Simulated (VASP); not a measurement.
# Ge2Sb2Se (P-6m2) in VASP: a series of runs

The runs below take Ge2Sb2Se through single point, with PBE.

Program: VASP 6.6.1. These are calculated values, not measurements. Logs are shortened: lines on timing, memory, paths and dates and some standing lists are left out, and cuts for length are marked.

## 1. The cell of the first run

It takes space group P-6m2 (No. 187, hexagonal). Conventional cell: a = 4.417 Å, b = 4.417 Å, c = 8.496 Å, α = 90.00°, β = 90.00°, γ = 120.00°. Within 3.9 Å of Ge (site symmetry -6m2) lie 6 Sb at 2.95 Å. Ge (site symmetry -6m2) has 3 Se at 2.55 Å within 3.4 Å. Sb (site symmetry 3m) has 6 Ge at 2.95 to 3.76 Å and 1 Sb at 2.97 Å and 3 Se at 3.76 Å within 3.9 Å. Within 3.4 Å of Se (site symmetry -6m2) lie 3 Ge at 2.55 Å.

The cell was generated, and may not be a known phase.

## 2. Single point, PBE

Contents of INCAR:

```
PREC = Accurate ; ENCUT = 520
EDIFF = 1E-7 ; ISMEAR = 0
SIGMA = 0.1 ; LREAL = F
LASPH = T ; NELM = 80
ALGO = Normal ; ISIF = 2
LWAVE = F ; LCHARG = T
GGA = PE ; LELF = T
LVHAR = T ; NBANDS = 30
```

Contents of KPOINTS:

```
Automatic mesh
0
Gamma
  6 6 2
```

Contents of POSCAR:

```
Ge2Sb2Se
1.0
    4.4165762802      0.0000000000      0.0000000000
   -2.2082881401      3.8248672564      0.0000000000
    0.0000000000      0.0000000000      8.4964859704
Ge Sb Se
2 2 1
Direct
    0.3333333333      0.6666666667      0.5000000000
    0.6666666667      0.3333333333      0.0000000000
    0.0000000000      0.0000000000      0.3251075089
    0.0000000000      0.0000000000      0.6748924911
    0.3333333333      0.6666666667      0.0000000000
```

Potentials or basis: VASP PAW PBE potentials, release 64 (Ge_d, Sb, Se).

On the command line:

```console
$ cat potpaw_PBE.64/Ge_d/POTCAR potpaw_PBE.64/Sb/POTCAR potpaw_PBE.64/Se/POTCAR > POTCAR
$ mpirun -np 1 vasp_std > vasp.out
```

OUTCAR:

```text
PREC = Accurate
   ENCUT = 520
   EDIFF = 1E-7
   ISMEAR = 0
   LREAL = F
   LASPH = T
   NELM = 80
   ISIF = 2
   GGA = PE

 ion  position               nearest neighbor table
   1  0.333  0.667  0.500-   3 2.95   4 2.95   3 2.95   4 2.95   3 2.95   4 2.95
   2  0.667  0.333  0.000-   5 2.55   5 2.55   5 2.55
   3  0.000  0.000  0.325-   1 2.95   1 2.95   1 2.95   4 2.97
   4  0.000  0.000  0.675-   1 2.95   1 2.95   1 2.95   3 2.97
   5  0.333  0.667  0.000-   2 2.55   2 2.55   2 2.55

  LATTYP: Found a hexagonal cell.
 ALAT       =     4.4165762802
 C/A-ratio  =     1.9237720423

  Lattice vectors:

 A1 = (   4.4165762802,   0.0000000000,   0.0000000000)
 A2 = (  -2.2082881401,   3.8248672564,   0.0000000000)
 A3 = (   0.0000000000,   0.0000000000,   8.4964859704)

Analysis of symmetry for initial positions (statically):
=====================================================================
 Subroutine PRICEL returns:
 Original cell was already a primitive cell.

 Routine SETGRP: Setting up the symmetry group for a
 hexagonal supercell.

 Subroutine GETGRP returns: Found 12 space group operations
 (whereof 12 operations were pure point group operations)
 out of a pool of 24 trial point group operations.

The static configuration has the point symmetry D_3h.

Analysis of symmetry for dynamics (positions and initial velocities):
=====================================================================
 Subroutine PRICEL returns:
 Original cell was already a primitive cell.

 Routine SETGRP: Setting up the symmetry group for a
 hexagonal supercell.

 Subroutine GETGRP returns: Found 12 space group operations
 (whereof 12 operations were pure point group operations)
 out of a pool of 24 trial point group operations.

The dynamic configuration has the point symmetry D_3h.

 Subroutine INISYM returns: Found 12 space group operations
 (whereof 12 operations are pure point group operations),
 and found     1 'primitive' translations

----------------------------------------------------------------------------------------

                                     Primitive cell

  volume of cell :     143.5296

  direct lattice vectors                    reciprocal lattice vectors
     4.416576280  0.000000000  0.000000000     0.226419728  0.130723491  0.000000000
    -2.208288140  3.824867256  0.000000000     0.000000000  0.261446982  0.000000000
     0.000000000  0.000000000  8.496485970     0.000000000  0.000000000  0.117695716

  length of vectors
     4.416576280  4.416576280  8.496485970     0.261446982  0.261446982  0.117695716

  position of ions in fractional coordinates (direct lattice)
     0.333333333  0.666666667  0.500000000
     0.666666667  0.333333333  0.000000000
     0.000000000  0.000000000  0.325107509
     0.000000000  0.000000000  0.674892491
     0.333333333  0.666666667  0.000000000

  ion indices of the primitive-cell ions
   primitive index   ion index
                 1           1
                 2           2
                 3           3
                 4           4
                 5           5

----------------------------------------------------------------------------------------

 KPOINTS: Automatic mesh

Automatic generation of k-mesh.
 Grid dimensions read from file:
 generate k-points for:    6    6    2

 Generating k-lattice:

  Cartesian coordinates                     Fractional coordinates (reciprocal lattice)
     0.037736621  0.021787248  0.000000000     0.166666667  0.000000000  0.000000000
     0.000000000  0.043574497  0.000000000     0.000000000  0.166666667  0.000000000
     0.000000000  0.000000000  0.058847858     0.000000000  0.000000000  0.500000000

  Length of vectors
     0.043574497  0.043574497  0.058847858

  Shift w.r.t. Gamma in fractional coordinates (k-lattice)
     0.000000000  0.000000000  0.000000000

 Subroutine IBZKPT returns following result:
 ===========================================

 Found     14 irreducible k-points:

 Following reciprocal coordinates:
            Coordinates               Weight
  0.000000  0.000000  0.000000      1.000000
  0.166667 -0.000000  0.000000      6.000000
  0.333333 -0.000000  0.000000      6.000000
  0.500000 -0.000000  0.000000      3.000000
  0.166667  0.166667  0.000000      6.000000
  0.333333  0.166667  0.000000     12.000000
  0.333333  0.333333  0.000000      2.000000
  0.000000  0.000000  0.500000      1.000000
  0.166667 -0.000000  0.500000      6.000000
  0.333333 -0.000000  0.500000      6.000000
  0.500000 -0.000000  0.500000      3.000000
  0.166667  0.166667  0.500000      6.000000
  0.333333  0.166667  0.500000     12.000000
  0.333333  0.333333  0.500000      2.000000
   k-points           NKPTS =     14   k-points in BZ     NKDIM =     14   number of bands    NBANDS=     30
   number of dos      NEDOS =    301   number of ions     NIONS =      5
   total plane-waves  NPLWV =  82944
   dimension x,y,z NGX =    36 NGY =   36 NGZ =   64
   dimension x,y,z NGXF=    72 NGYF=   72 NGZF=  128
   ions per type =               2   2   1
   NGX,Y,Z   is equivalent  to a cutoff of  13.55, 13.55, 12.52 a.u.
   NGXF,Y,Z  is equivalent  to a cutoff of  27.10, 27.10, 25.05 a.u.
 SYSTEM =  unknown system
   PREC   = accura    normal or accurate (medium, high low for compatibility)
   ISTART =      0    job   : 0-new  1-cont  2-samecut
   ICHARG =      2    charge: 1-file 2-atom 10-const
   ISPIN  =      1    spin polarized calculation?
   LNONCOLLINEAR =      F non collinear calculations
   LSORBIT =      F    spin-orbit coupling
   LASPH  =      T    aspherical Exc in radial PAW
   ENCUT  =  520.0 eV  38.22 Ry    6.18 a.u.   8.21  8.21 15.80*2*pi/ulx,y,z
   NELM   =     80;   NELMIN=  2; NELMDL= -5     # of ELM steps
   EDIFF  = 0.1E-06   stopping-criterion for ELM
   LREAL  =      F    real-space projection
   EDIFFG = 0.1E-05   stopping-criterion for IOM
   NSW    =      0    number of steps for IOM
   IBRION =     -1    ionic relax: 0-MD 1-quasi-New 2-CG
   NFREE  =      0    steps in history (QN), initial steepest desc. (CG)
   ISIF   =      2    stress and relaxation
   ISYM   =      2    0-nonsym 1-usesym 2-fastsym
   POTIM  = 0.5000    time-step for ionic-motion
   TEBEG  =    0.0;   TEEND  =   0.0 temperature during run
   PSTRESS=    0.0 pullay stress
   NELECT =      44.0000    total number of electrons
   NUPDOWN=      -1.0000    fix difference up-down
   EMIN   =  10.00;   EMAX   =-10.00  energy-range for DOS
   EFERMI =   0.00;   METHOD = LEGACY
   ISMEAR =     0;   SIGMA  =   0.10  broadening in eV -4-tet -1-fermi 0-gaus
   EFERMI_NEDOS =   21; number of points for ismear=-14 and -15
   IALGO  =     38    algorithm
   IMIX   =      4    mixing-type and parameters
     AMIX     =   0.40;   BMIX     =  1.00
     AMIX_MAG =   1.60;   BMIX_MAG =  1.00
  volume/ion in A,a.u.               =      28.71       193.72
  Fermi-wavevector in a.u.,A,eV,Ry     =   1.103855  2.085983 16.578633  1.218495
  Thomas-Fermi vector in A             =   2.240319
   LORBIT       =      0    0 simple, 1 ext, 2 COOP (PROOUT), +10 PAW based schemes
   GGA     = PE    functional components
   LHFCALC =     F    Hartree Fock is set to
   AEXX    =    0.0000 exact exchange contribution
   IVDW    =     0    specifies the selected vdW correction
   LEPSILON=     F    determine dielectric tensor
   LRPA    =     F    only Hartree local field effects (RPA)
 non-spin polarized calculation
 Gauss-broadening in eV      SIGMA  =   0.10
  energy-cutoff  :      520.00
  volume of cell :      143.53
 maximum number of plane-waves:      3896
 NGX is ok and might be reduce to    36
   NGX = 17   NGY = 17   NGZ = 31

 number of electron      43.9999972 magnetization

 Free energy of the ion-electron system (eV)
  ---------------------------------------------------
  ext. energy  EPLUGINS =         0.00000000
  ---------------------------------------------------
  free energy    TOTEN  =       -19.33540682 eV

  energy without entropy =      -19.32371341  energy(sigma->0) =      -19.32956012

 E-fermi :   4.7904     XC(G=0):  -9.3069

 val. band max:        4.7493345982   @ k =   0.3333   0.1667   0.5000
 cond. band min:       4.8446827473   @ k =   0.5000  -0.0000   0.0000
 fundamental gap:      0.0953481492
 Fermi energy:         4.7904463251

 k-point     1 :       0.0000    0.0000    0.0000
  band No.  band energies     occupation
      1     -20.0834      2.00000
      2     -20.0721      2.00000
      3     -20.0721      2.00000
      4     -20.0671      2.00000
      5     -20.0671      2.00000
      6     -19.9120      2.00000
[... 22 lines left out ...]
     29       7.4633      0.00000
     30       9.3747      0.00000

 k-point     2 :       0.1667   -0.0000    0.0000
  band No.  band energies     occupation
      1     -20.0827      2.00000
      2     -20.0725      2.00000
      3     -20.0713      2.00000
      4     -20.0673      2.00000
      5     -20.0671      2.00000
      6     -19.9122      2.00000
[... 22 lines left out ...]
     29       7.9783      0.00000
     30       8.9877      0.00000

 k-point     3 :       0.3333   -0.0000    0.0000
  band No.  band energies     occupation
      1     -20.0813      2.00000
      2     -20.0731      2.00000
      3     -20.0695      2.00000
      4     -20.0678      2.00000
      5     -20.0672      2.00000
      6     -19.9126      2.00000
[... 22 lines left out ...]
     29       9.1943      0.00000
     30       9.4942      0.00000

 k-point     4 :       0.5000   -0.0000    0.0000
  band No.  band energies     occupation
      1     -20.0807      2.00000
      2     -20.0735      2.00000
      3     -20.0687      2.00000
      4     -20.0680      2.00000
      5     -20.0673      2.00000
      6     -19.9129      2.00000
[... 286 lines left out ...]
     29       8.5626      0.00000
     30       9.5925      0.00000

 k-point    13 :       0.3333    0.1667    0.5000
  band No.  band energies     occupation
      1     -20.0803      2.00000
      2     -20.0736      2.00000
      3     -20.0689      2.00000
      4     -20.0679      2.00000
      5     -20.0674      2.00000
      6     -19.9125      2.00000
[... 22 lines left out ...]
     29       9.2806      0.00000
     30      10.7945      0.00000

 k-point    14 :       0.3333    0.3333    0.5000
  band No.  band energies     occupation
      1     -20.0794      2.00000
      2     -20.0740      2.00000
      3     -20.0688      2.00000
      4     -20.0678      2.00000
      5     -20.0676      2.00000
      6     -19.9122      2.00000
[... 22 lines left out ...]
     29       9.8392      0.00000
     30      10.5292      0.00000

------------------------ aborting loop because EDIFF is reached ----------------------------------------

  FORCE on cell =-STRESS in cart. coord.  units (eV):
  Direction    XX          YY          ZZ          XY          YZ          ZX
  --------------------------------------------------------------------------------------
  -------------------------------------------------------------------------------------
  Total        0.0229944      0.0229944     -0.0006855      0.0000000      0.0000000      0.0000000
  in kB        0.2566799      0.2566799     -0.0076524      0.0000000      0.0000000      0.0000000
  external PRESSURE =       0.1685691 kB  Pullay stress =       0.0000000 kB

 VOLUME and BASIS-vectors are now :
 -----------------------------------------------------------------------------
  energy-cutoff  :      520.00
  volume of cell :      143.53
      direct lattice vectors                 reciprocal lattice vectors
     4.416576280  0.000000000  0.000000000     0.226419728  0.130723491  0.000000000
    -2.208288140  3.824867256  0.000000000     0.000000000  0.261446982  0.000000000
     0.000000000  0.000000000  8.496485970     0.000000000  0.000000000  0.117695716

 POSITION                                       TOTAL-FORCE (eV/Angst)
 -----------------------------------------------------------------------------------
     -0.00000      2.54991      4.24824        -0.000000     -0.000000      0.000000
      2.20829      1.27496      0.00000         0.000000      0.000000      0.000000
      0.00000      0.00000      2.76227        -0.000000      0.000000     -0.030688
      0.00000      0.00000      5.73421        -0.000000      0.000000      0.030688
     -0.00000      2.54991      0.00000        -0.000000      0.000000      0.000000
 -----------------------------------------------------------------------------------
    total drift:                                0.000000     -0.000000      0.000000

  FREE ENERGIE OF THE ION-ELECTRON SYSTEM (eV)
  ---------------------------------------------------
  free  energy   TOTEN  =       -19.3354068246 eV

  energy  without entropy=      -19.3237134107  energy(sigma->0) =      -19.32956012
```

Wall time 37 s (1 thread of Intel Xeon 6975P-C (Granite Rapids), shared host); peak memory 0.3 GiB.

Results:

```yaml
Free_energy: -19.3354 eV
Pressure: 0.0 GPa
Largest_force: 0.031 eV/Å
Band_gap_on_the_k_mesh: zero (bands 22 and 23 overlap by 0.74 eV)
```

Forces in eV/Å, atoms in the order of the input:
```
Ge   0.000  0.000  0.000
Ge   0.000  0.000  0.000
Sb   0.000  0.000 -0.031
Sb   0.000  0.000  0.031
Se   0.000  0.000  0.000
```

Caveat: the k points lie up to 0.37 Å⁻¹ apart, too coarse for converged energies and pressures of a metal; spin-orbit coupling is left out, which moves the levels of the heavy elements.

## 3. Single point, PBE

Contents of INCAR:

```
SYSTEM = Ge2Sb2Se
ALGO = Normal
EDIFF = 1E-6
ENCUT = 520
GGA = PE
ISIF = 2
ISMEAR = 0
LASPH = .True.
LCHARG = .True.
LELF = .True.
LREAL = .False.
LVHAR = .True.
LWAVE = .False.
NBANDS = 30
NELM = 100
PREC = Accurate
SIGMA = 0.1
```

Contents of KPOINTS:

```
k-points
0
Gamma
  12 12 6
  0 0 0
```

Contents of POSCAR:

```
Ge2Sb2Se
1.0
    4.4491209090      0.0000000000      0.0000000000
   -2.2245604545      3.8530517317      0.0000000000
    0.0000000000      0.0000000000      8.3880838975
Ge Sb Se
2 2 1
Direct
    0.3333333333      0.6666666667      0.5000000000
    0.6666666667      0.3333333333      0.0000000000
    0.0000000000      0.0000000000      0.3252614062
    0.0000000000      0.0000000000      0.6747385938
    0.3333333333      0.6666666667      0.0000000000
```

Potentials or basis: VASP PAW PBE potentials, release 64 (Ge_d, Sb, Se).

On the command line:

```console
$ cat potpaw_PBE.64/Ge_d/POTCAR potpaw_PBE.64/Sb/POTCAR potpaw_PBE.64/Se/POTCAR > POTCAR
$ mpirun -np 1 vasp_std > vasp.out
```

Wall time 2.3 min (1 thread of Intel Xeon 6975P-C (Granite Rapids), shared host); peak memory 0.48 GiB.

The run converged. Its results:

- Free energy: -19.3351 eV
- Pressure: 0.0 GPa
- Largest force: 0.019 eV/Å
- Band gap on the k mesh: zero (bands 22 and 23 overlap by 1.10 eV)

Forces on the atoms (eV/Å):
```
Ge   0.000  0.000  0.000
Ge   0.000  0.000  0.000
Sb   0.000  0.000 -0.019
Sb   0.000  0.000  0.019
Se   0.000  0.000  0.000
```

Levels at points of the mesh, in eV from the Fermi level:
| k point | band 19 | band 20 | band 21 | band 22 | band 23 | band 24 | band 25 | band 26 |
| --- | --- | --- | --- | --- | --- | --- | --- | --- |
| (0.00, 0.00, 0.00) | -1.69 | -1.69 | -1.60 | 0.79 | 0.98 | 0.98 | 1.24 | 1.24 |
| (0.50, 0.00, 0.00) | -2.66 | -1.27 | -0.96 | -0.49 | 0.11 | 0.14 | 1.96 | 2.73 |
| (0.00, 0.00, 0.50) | -1.67 | -1.67 | -0.15 | 0.44 | 0.44 | 0.61 | 1.88 | 1.88 |
| (0.50, 0.00, 0.50) | -2.71 | -2.39 | -1.81 | -1.09 | 0.48 | 1.27 | 2.53 | 3.25 |

Caveat: spin-orbit coupling is left out, which moves the levels of the heavy elements.

The gap in the log of VASP goes by the Fermi energy; the results here count the filled bands.